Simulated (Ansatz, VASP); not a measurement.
**K: VASP beside Ansatz**

```
K
1.0
    -2.69756    2.69756    2.69756
     2.69756   -2.69756    2.69756
     2.69756    2.69756   -2.69756
K
1
Cartesian
  0.0000 0.0000 0.0000
```

Alike in both runs: functional PBEsol-based screened hybrid; k mesh 5 × 5 × 5; occupations fermi-dirac, width 0.1 eV; no spin polarisation.

```csv
,VASP,Ansatz
version,VASP 6.6.1,Ansatz 0.2.0
potentials or method,"VASP PAW PBE potentials, release 64 (K_sv)",PseudoDojo standard (PBEsol files)
plane-wave cutoff (eV),520,1007
valence electrons in the cell,9,9
task,single point,band structure
```

|  | VASP | Ansatz | Ansatz less VASP |
| --- | --- | --- | --- |
| gap on the k mesh at the Fermi level (eV) | none | none | - |
| pressure (GPa) | -0.2 | -0.2 | +0.02 |

VASP's potentials were made for PBE, not for PBEsol-based screened hybrid. A gap of «none» marks a metal or a gap that the smearing closes.
